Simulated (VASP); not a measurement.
Here is a VASP 6.6.1 calculation.

The input INCAR:

```
ALGO = Normal
EDIFF = 1E-6
ENCUT = 520
ISIF = 2
ISMEAR = -1
LASPH = T
LCHARG = F
LREAL = Auto
LWAVE = F
NBANDS = 74
NELM = 100
PREC = Accurate
SIGMA = 0.05
```

KPOINTS

```
k-points
0
Gamma
  2 2 2
```

File POSCAR:

```
Na16F
1.0
    8.4600000000      0.0000000000      0.0000000000
    0.0000000000      8.4600000000      0.0000000000
    0.0000000000      0.0000000000      8.4600000000
Na F
16 1
Direct
    0.0322677305     -0.0001534279      0.0100643026
    0.4678773050     -0.0001542553      0.0100695035
    0.0143745863      0.4999460993     -0.0064926714
   -0.0223658392     -0.0001283688      0.4681347518
    0.2501232861      0.2714561466      0.2812216312
    0.4857947991      0.4999463357     -0.0064686761
    0.5225645390     -0.0001283688      0.4680881797
    0.7500884161      0.2685791962      0.2330223404
   -0.0186871158      0.4999047281      0.5154950355
    0.2501234043      0.7283375887      0.2812698582
    0.2501333333      0.2174203310      0.7397408983
    0.5188835697      0.4999041371      0.5154576832
    0.7500890071      0.7312067376      0.2330637116
    0.7500503546      0.2355079196      0.7562593381
    0.2501342790      0.7824319149      0.7397284870
    0.7500505910      0.7643054374      0.7562251773
    0.2500280142     -0.0000243499      0.8750252955
```

Potentials or basis: VASP PAW LDA potentials, release 64 (Na_pv, F).

The run is started by

```bash
$ cat potpaw_LDA.64/Na_pv/POTCAR potpaw_LDA.64/F/POTCAR > POTCAR
$ mpirun -np 1 vasp_std > vasp.out
```

(1) What does it give for the largest force?

(2) What does it give for the pressure?

(3) Predict the band gap on the k mesh.

Answers

(1) 0.017 eV/Å.

(2) -0.8 GPa.

(3) zero (an odd number of electrons rules out a gap without spin polarisation).

Caveat: the k points lie up to 0.37 Å⁻¹ apart, too coarse for converged energies and pressures of a metal.
